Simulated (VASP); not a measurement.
ZrN:

```
Zr N
1.0
     0.00000    2.26260    2.26260
     2.26260    0.00000    2.26260
     2.26260    2.26260    0.00000
Zr N
1 1
Direct
  0.00000 0.00000 0.00000
  0.50000 0.50000 0.50000
```

Base run:

| Quantity | Value |
| --- | --- |
| Program | VASP 6.6.1 |
| Functional | LDA |
| Potentials or basis | VASP PAW LDA potentials, release 64 (Zr_sv, N) |
| Cutoff | 600 eV |
| k mesh | 18 × 18 × 18 |
| Occupations | gaussian, width 0.15 eV |
| Spin | collinear spin, ferromagnetic start |
| Starting moments | [0.75, 0.0] μB |
| Fixed moment | 0.75 μB |

Its results: pressure 4.3 GPa; site moments Zr +0.42; N +0.09 μB.

The run is repeated on the same cell with these changes: fixed moment from 0.75 μB to 0.5 μB; moments at the start from [0.75, 0.0] to [0.5, 0.0]. What comes out?

Pressure 2.3 GPa; site moments Zr +0.28; N +0.06 μB.

Caveats: the total moment is fixed, so each spin has its own Fermi level.
